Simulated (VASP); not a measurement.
Wanted: the native input for a VASP 6.6.1 run.

| Property | Result |
| --- | --- |
| Task | relaxation of cell and atoms |
| Functional | r2SCAN |
| Potentials or basis | VASP PAW PBE potentials, release 64 (B, As) |
| Cutoff | 600 eV |
| k mesh | 12 × 12 × 12 |
| Occupations | fermi-dirac, width 0.1 eV |
| Spin | no spin polarisation |
| Dipole correction | no |
| Further INCAR settings | ALGO = Normal; EDIFF = 1e-06; IBRION = 2; EDIFFG = -0.002; NSW = 100; ISIF = 3 |

BAs:

```
B As
1.0
     0.00000    2.38850    2.38850
     2.38850    0.00000    2.38850
     2.38850    2.38850    0.00000
B As
1 1
Direct
  0.00000 0.00000 0.00000
  0.75000 0.75000 0.75000
```

The input as run:

POSCAR

```
BAs
1.0
    0.0000000000      2.3885000000      2.3885000000
    2.3885000000      0.0000000000      2.3885000000
    2.3885000000      2.3885000000      0.0000000000
B As
1 1
Direct
    0.0000000000      0.0000000000      0.0000000000
    0.7500000000      0.7500000000      0.7500000000
```

INCAR.step1

```
SYSTEM = BAs
PREC = Accurate
ENCUT = 600
ISMEAR = -1
SIGMA = 0.1
LREAL = .FALSE.
LASPH = .TRUE.
NELM = 80
GGA = PE
ALGO = Normal
EDIFF = 1E-4
LWAVE = .TRUE.
LCHARG = .FALSE.
```

INCAR.step2

```
SYSTEM = BAs
PREC = Accurate
ENCUT = 600
EDIFF = 1E-6
ISMEAR = -1
SIGMA = 0.1
LREAL = .FALSE.
LASPH = .TRUE.
NELM = 80
ALGO = Normal
ISIF = 3
LWAVE = .FALSE.
LCHARG = .FALSE.
METAGGA = R2SCAN
LMIXTAU = .TRUE.
IBRION = 2
NSW = 100
EDIFFG = -0.002
ISTART = 1
```

KPOINTS

```
regular mesh
0
G
  12 12 12
  0 0 0
```

Potentials or basis: VASP PAW PBE potentials, release 64 (B, As).

Run with:

```bash
$ cat potpaw_PBE.64/B/POTCAR potpaw_PBE.64/As/POTCAR > POTCAR
$ cp INCAR.step1 INCAR
$ mpirun -np 1 vasp_std > vasp.out
$ cp INCAR.step2 INCAR
$ mpirun -np 1 vasp_std > vasp.out
```

Results of the run:

```yaml
Relaxed_volume: 13.71 Å³/atom
Relaxed_cell: a = 3.384 Å, b = 3.384 Å, c = 3.384 Å, α = 60.00°, β = 60.00°, γ = 60.00°
Space_group_after_relaxing_to_0.05_Å: F-43m (No. 216)
Energy_gained_by_relaxing: 0.2 meV/atom
Ionic_steps: 3
Pressure_after_relaxing: 0.0 GPa
Band_gap_on_the_k_mesh: 1.39 eV, indirect (least direct gap 3.44 eV)
```

Caveat: the PAW data sets were made with another functional, which shifts forces and pressure a little.

It took 2.7 min on 1 thread of Intel(R) Xeon(R) 6975P-C (Granite Rapids), on a shared host, peak memory 0.18 GiB.
